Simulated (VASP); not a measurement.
# BaO (Fm-3m) in VASP: notebook

BaO is run at these levels: PBEsol; tasks: single point, relaxation of cell and atoms.

All numbers are computed with VASP 6.6.1; they aren't measurements. Logs are shortened: lines on timing, memory, paths and dates and some standing lists are left out, and cuts for length are marked.

### 1 The cell of the first run

The structure is cubic, space group Fm-3m (No. 225). Conventional cell: a = 5.539 Å, b = 5.539 Å, c = 5.539 Å, α = 90.00°, β = 90.00°, γ = 90.00°. Within 3.7 Å of Ba (site symmetry m-3m) lie 6 O at 2.77 Å. Within 3.7 Å of O (site symmetry m-3m) lie 6 Ba at 2.77 Å.

### 2 Single point, PBEsol

Input file INCAR:

```
SYSTEM = BaO
PREC = Accurate
ENCUT = 600
EDIFF = 1E-6
ISMEAR = 0
SIGMA = 0.1
LREAL = .False.
LASPH = .True.
NELM = 120
ALGO = Normal
ISIF = 2
LWAVE = .False.
LCHARG = .False.
GGA = PS
NBANDS = 15
GGA_COMPAT = .False.
```

Input file KPOINTS:

```
regular mesh
0
Gamma
  6 6 6
  0 0 0
```

Input file POSCAR:

```
BaO
1.0
    0.0000000000      2.7695000000      2.7695000000
    2.7695000000      0.0000000000      2.7695000000
    2.7695000000      2.7695000000      0.0000000000
Ba O
1 1
Direct
    0.0000000000      0.0000000000      0.0000000000
    0.5000000000      0.5000000000      0.5000000000
```

Potentials or basis: VASP PAW PBE potentials, release 64 (Ba_sv, O).

On the command line:

```
$ cat potpaw_PBE.64/Ba_sv/POTCAR potpaw_PBE.64/O/POTCAR > POTCAR
$ mpirun -np 1 vasp_std > vasp.out
```

OUTCAR:

```text
SYSTEM = BaO
   PREC = Accurate
   ENCUT = 600
   EDIFF = 1E-6
   ISMEAR = 0
   LREAL = .False.
   LASPH = .True.
   NELM = 120
   ISIF = 2
   GGA = PS

 ion  position               nearest neighbor table
   1  0.000  0.000  0.000-   2 2.77   2 2.77   2 2.77   2 2.77   2 2.77   2 2.77
   2  0.500  0.500  0.500-   1 2.77   1 2.77   1 2.77   1 2.77   1 2.77   1 2.77

  LATTYP: Found a face centered cubic cell.
 ALAT       =     5.5390000000

  Lattice vectors:

 A1 = (   0.0000000000,   2.7695000000,   2.7695000000)
 A2 = (   2.7695000000,   0.0000000000,   2.7695000000)
 A3 = (   2.7695000000,   2.7695000000,   0.0000000000)

Analysis of symmetry for initial positions (statically):
=====================================================================
 Subroutine PRICEL returns:
 Original cell was already a primitive cell.

 Routine SETGRP: Setting up the symmetry group for a
 face centered cubic supercell.

 Subroutine GETGRP returns: Found 48 space group operations
 (whereof 48 operations were pure point group operations)
 out of a pool of 48 trial point group operations.

The static configuration has the point symmetry O_h .

Analysis of symmetry for dynamics (positions and initial velocities):
=====================================================================
 Subroutine PRICEL returns:
 Original cell was already a primitive cell.

 Routine SETGRP: Setting up the symmetry group for a
 face centered cubic supercell.

 Subroutine GETGRP returns: Found 48 space group operations
 (whereof 48 operations were pure point group operations)
 out of a pool of 48 trial point group operations.

The dynamic configuration has the point symmetry O_h .

 Subroutine INISYM returns: Found 48 space group operations
 (whereof 48 operations are pure point group operations),
 and found     1 'primitive' translations

----------------------------------------------------------------------------------------

                                     Primitive cell

  volume of cell :      42.4849

  direct lattice vectors                    reciprocal lattice vectors
     0.000000000  2.769500000  2.769500000    -0.180538003  0.180538003  0.180538003
     2.769500000  0.000000000  2.769500000     0.180538003 -0.180538003  0.180538003
     2.769500000  2.769500000  0.000000000     0.180538003  0.180538003 -0.180538003

  length of vectors
     3.916664461  3.916664461  3.916664461     0.312700994  0.312700994  0.312700994

  position of ions in fractional coordinates (direct lattice)
     0.000000000  0.000000000  0.000000000
     0.500000000  0.500000000  0.500000000
[... 79 lines left out ...]
   NELECT =      16.0000    total number of electrons
   NUPDOWN=      -1.0000    fix difference up-down
   EMIN   =  10.00;   EMAX   =-10.00  energy-range for DOS
   EFERMI =   0.00;   METHOD = LEGACY
   ISMEAR =     0;   SIGMA  =   0.10  broadening in eV -4-tet -1-fermi 0-gaus
   EFERMI_NEDOS =   21; number of points for ismear=-14 and -15
   IALGO  =     38    algorithm
   IMIX   =      4    mixing-type and parameters
     AMIX     =   0.40;   BMIX     =  1.00
     AMIX_MAG =   1.60;   BMIX_MAG =  1.00
  volume/ion in A,a.u.               =      21.24       143.35
  Fermi-wavevector in a.u.,A,eV,Ry     =   1.182234  2.234098 19.016554  1.397677
  Thomas-Fermi vector in A             =   2.318492
   LORBIT       =      0    0 simple, 1 ext, 2 COOP (PROOUT), +10 PAW based schemes
   GGA     = PS    functional components
   LHFCALC =     F    Hartree Fock is set to
   AEXX    =    0.0000 exact exchange contribution
   IVDW    =     0    specifies the selected vdW correction
   LEPSILON=     F    determine dielectric tensor
   LRPA    =     F    only Hartree local field effects (RPA)
 non-spin polarized calculation
 Gauss-broadening in eV      SIGMA  =   0.10
  energy-cutoff  :      600.00
  volume of cell :       42.48
 maximum number of plane-waves:      1435
   NGX = 15   NGY = 15   NGZ = 15

 number of electron      15.9999999 magnetization

 Free energy of the ion-electron system (eV)
  ---------------------------------------------------
  ext. energy  EPLUGINS =         0.00000000
  ---------------------------------------------------
  free energy    TOTEN  =       -12.40102697 eV

  energy without entropy =      -12.40102697  energy(sigma->0) =      -12.40102697

 E-fermi :   2.2358     XC(G=0):  -9.8543

 val. band max:        1.7040419150   @ k =   0.5000   0.5000   0.0000
 cond. band min:       3.5740025067   @ k =   0.5000   0.5000   0.0000
 fundamental gap:      1.8699605917
 Fermi energy:         2.2357592205

 k-point     1 :       0.0000    0.0000    0.0000
  band No.  band energies     occupation
      1     -24.1349      2.00000
      2     -13.2238      2.00000
      3      -8.6245      2.00000
      4      -8.6245      2.00000
      5      -8.6245      2.00000
      6       1.3517      2.00000
      7       1.3517      2.00000
      8       1.3517      2.00000
      9       5.0717      0.00000
     10       6.3396      0.00000
     11       6.3396      0.00000
     12       6.3396      0.00000
     13       8.6271      0.00000
     14       8.6271      0.00000
[... 257 lines left out ...]
      2     -13.5529      2.00000
      3      -9.9337      2.00000
      4      -9.4759      2.00000
      5      -8.8287      2.00000
      6       0.6241      2.00000
      7       1.4579      2.00000
      8       1.5832      2.00000
      9       4.8869      0.00000
     10       7.8232      0.00000
     11       8.3397      0.00000
     12      11.2363      0.00000
     13      11.5145      0.00000
     14      13.6374      0.00000
     15      13.9539      0.00000

------------------------ aborting loop because EDIFF is reached ----------------------------------------

  FORCE on cell =-STRESS in cart. coord.  units (eV):
  Direction    XX          YY          ZZ          XY          YZ          ZX
  --------------------------------------------------------------------------------------
  -------------------------------------------------------------------------------------
  Total       -0.0837052     -0.0837052     -0.0837052      0.0000000      0.0000000      0.0000000
  in kB       -3.1566668     -3.1566668     -3.1566668      0.0000000      0.0000000      0.0000000
  external PRESSURE =      -3.1566668 kB  Pullay stress =       0.0000000 kB

 VOLUME and BASIS-vectors are now :
 -----------------------------------------------------------------------------
  energy-cutoff  :      600.00
  volume of cell :       42.48
      direct lattice vectors                 reciprocal lattice vectors
     0.000000000  2.769500000  2.769500000    -0.180538003  0.180538003  0.180538003
     2.769500000  0.000000000  2.769500000     0.180538003 -0.180538003  0.180538003
     2.769500000  2.769500000  0.000000000     0.180538003  0.180538003 -0.180538003

 POSITION                                       TOTAL-FORCE (eV/Angst)
 -----------------------------------------------------------------------------------
      0.00000      0.00000      0.00000         0.000000      0.000000      0.000000
      2.76950      2.76950      2.76950        -0.000000     -0.000000     -0.000000
 -----------------------------------------------------------------------------------
    total drift:                                0.000000     -0.000000      0.000000

  FREE ENERGIE OF THE ION-ELECTRON SYSTEM (eV)
  ---------------------------------------------------
  free  energy   TOTEN  =       -12.4010269674 eV

  energy  without entropy=      -12.4010269674  energy(sigma->0) =      -12.40102697
```

stdout:

```text
POSCAR found type information on POSCAR BaO
 POSCAR found :  2 types and       2 ions
 scaLAPACK will be used
 -----------------------------------------------------------------------------
|                                                                             |
|                                                                             |
|     You enforced a specific xc type in the INCAR file but a different       |
|     I HOPE YOU KNOW WHAT YOU ARE DOING!                                     |
|                                                                             |
 -----------------------------------------------------------------------------

 LDA part: xc-table for (Slater+PW92), standard interpolation
 POSCAR, INCAR and KPOINTS ok, starting setup
 FFT: planning ... GRIDC
 FFT: planning ... GRID_SOFT
 FFT: planning ... GRID
 WAVECAR not read
 entering main loop
```

Wall time 5.1 s (1 thread of Intel Xeon 6975P-C (Granite Rapids), shared host); peak memory 0.18 GiB.

Results:

```
Free energy            : -12.4010 eV
Pressure               : -0.3 GPa
Band gap on the k mesh : 1.87 eV
```

Caveat: the PAW data sets were made with another functional, which shifts forces and pressure a little; spin-orbit coupling is left out, which moves the levels of the heavy elements.

### 3 Single point, PBEsol

This run uses another cell than the first one, of 20.69 Å³/atom.

Input file INCAR:

```
SYSTEM = BaO
  PREC = Accurate
  ENCUT = 600
  EDIFF = 1E-6
  ISMEAR = 0
  SIGMA = 0.02
  LREAL = .False.
  LASPH = .True.
  NELM = 120
  ALGO = Normal
  ISIF = 2
  LWAVE = .False.
  LCHARG = .True.
  GGA = PS
  LELF = .True.
  LVHAR = .True.
  NBANDS = 15
  GGA_COMPAT = .False.
```

Input file KPOINTS:

```
regular mesh
0
Gamma
  8 8 8
  0 0 0
```

Input file POSCAR:

```
BaO
1.0
    0.0000000000      2.7450625119      2.7450625119
    2.7450625119      0.0000000000      2.7450625119
    2.7450625119      2.7450625119      0.0000000000
Ba O
1 1
Direct
    0.0000000000      0.0000000000      0.0000000000
    0.5000000000      0.5000000000      0.5000000000
```

Potentials or basis: VASP PAW PBE potentials, release 64 (Ba_sv, O).

On the command line:

```
$ cat potpaw_PBE.64/Ba_sv/POTCAR potpaw_PBE.64/O/POTCAR > POTCAR
$ mpirun -np 1 vasp_std > vasp.out
```

Wall time 8 s (1 thread of Intel Xeon 6975P-C (Granite Rapids), shared host); peak memory 0.18 GiB.

It converged, with:

| Property | Result |
| --- | --- |
| Free energy | -12.3949 eV |
| Pressure | 1.8 GPa |
| Band gap on the k mesh | 1.77 eV |

Levels at points of the mesh, in eV from the valence-band top:
| k point | band 4 | band 5 | band 6 | band 7 | band 8 | band 9 | band 10 | band 11 | band 12 | band 13 |
| --- | --- | --- | --- | --- | --- | --- | --- | --- | --- | --- |
| (0.00, 0.00, 0.00) | -10.29 | -10.29 | -0.43 | -0.43 | -0.43 | 3.47 | 4.61 | 4.61 | 4.61 | 6.97 |
| (0.50, 0.00, 0.00) | -10.41 | -10.41 | -2.17 | -1.63 | -1.63 | 4.88 | 7.22 | 7.22 | 8.15 | 10.73 |
| (0.50, 0.50, 0.00) | -10.93 | -10.93 | -0.20 | -0.20 | 0.00 | 1.77 | 6.03 | 9.02 | 9.38 | 9.95 |

Caveat: the PAW data sets were made with another functional, which shifts forces and pressure a little; spin-orbit coupling is left out, which moves the levels of the heavy elements. A k mesh can miss the band edges.

### 4 Single point, PBEsol

This run uses another cell than the first one, of 20.69 Å³/atom.

Input file INCAR:

```
PREC = Accurate
ENCUT = 600
EDIFF = 1E-6
ISMEAR = 0
SIGMA = 0.01
LREAL = F
LASPH = T
NELM = 120
ALGO = Normal
ISIF = 2
LWAVE = F
LCHARG = T
GGA = PS
LELF = T
LVHAR = T
NBANDS = 15
GGA_COMPAT = F
```

Input file KPOINTS:

```
Automatic mesh
0
Gamma
  8 8 8
```

POSCAR is that of step 3.

On the command line:

```
$ cat potpaw_PBE.64/Ba_sv/POTCAR potpaw_PBE.64/O/POTCAR > POTCAR
$ mpirun -np 1 vasp_std > vasp.out
```

It took 7.9 s on 1 thread of Intel Xeon 6975P-C (Granite Rapids), shared host; peak memory 0.18 GiB.

It converged, with:

```yaml
Free_energy: -12.3949 eV
Pressure: 1.8 GPa
Band_gap_on_the_k_mesh: 1.77 eV
```

Levels at points of the mesh, in eV from the valence-band top:
| k point | band 4 | band 5 | band 6 | band 7 | band 8 | band 9 | band 10 | band 11 | band 12 | band 13 |
| --- | --- | --- | --- | --- | --- | --- | --- | --- | --- | --- |
| (0.00, 0.00, 0.00) | -10.29 | -10.29 | -0.43 | -0.43 | -0.43 | 3.47 | 4.61 | 4.61 | 4.61 | 6.97 |
| (0.50, 0.00, 0.00) | -10.41 | -10.41 | -2.17 | -1.63 | -1.63 | 4.88 | 7.22 | 7.22 | 8.15 | 10.73 |
| (0.50, 0.50, 0.00) | -10.93 | -10.93 | -0.20 | -0.20 | 0.00 | 1.77 | 6.03 | 9.02 | 9.38 | 9.95 |

Caveat: the PAW data sets were made with another functional, which shifts forces and pressure a little; spin-orbit coupling is left out, which moves the levels of the heavy elements. A k mesh can miss the band edges.

### 5 Single point, PBEsol

This run uses another cell than the first one, of 20.69 Å³/atom.

Input file INCAR:

```
SYSTEM = BaO
ALGO = Normal
EDIFF = 1E-6
ENCUT = 600
GGA = PS
GGA_COMPAT = .FALSE.
ISIF = 2
ISMEAR = 0
LASPH = .TRUE.
LCHARG = .TRUE.
LELF = .TRUE.
LREAL = .FALSE.
LVHAR = .TRUE.
LWAVE = .FALSE.
NBANDS = 15
NELM = 120
PREC = Accurate
SIGMA = 0.01
```

Input file KPOINTS:

```
k-points
0
G
  8 8 8
  0 0 0
```

POSCAR is that of step 4.

On the command line:

```
$ cat potpaw_PBE.64/Ba_sv/POTCAR potpaw_PBE.64/O/POTCAR > POTCAR
$ mpirun -np 1 vasp_std > vasp.out
```

It took 7.9 s on 1 thread of Intel Xeon 6975P-C (Granite Rapids), shared host; peak memory 0.18 GiB.

It converged, with:

```yaml
Free_energy: -12.3949 eV
Pressure: 1.8 GPa
Band_gap_on_the_k_mesh: 1.77 eV
```

Levels at points of the mesh, in eV from the valence-band top:
| k point | band 6 | band 7 | band 8 | band 9 | band 10 | band 11 |
| --- | --- | --- | --- | --- | --- | --- |
| (0.00, 0.00, 0.00) | -0.43 | -0.43 | -0.43 | 3.47 | 4.61 | 4.61 |
| (0.50, 0.00, 0.00) | -2.17 | -1.63 | -1.63 | 4.88 | 7.22 | 7.22 |
| (0.50, 0.50, 0.00) | -0.20 | -0.20 | 0.00 | 1.77 | 6.03 | 9.02 |

Caveat: the PAW data sets were made with another functional, which shifts forces and pressure a little; spin-orbit coupling is left out, which moves the levels of the heavy elements. A k mesh can miss the band edges.

[end of part 1 of 2]
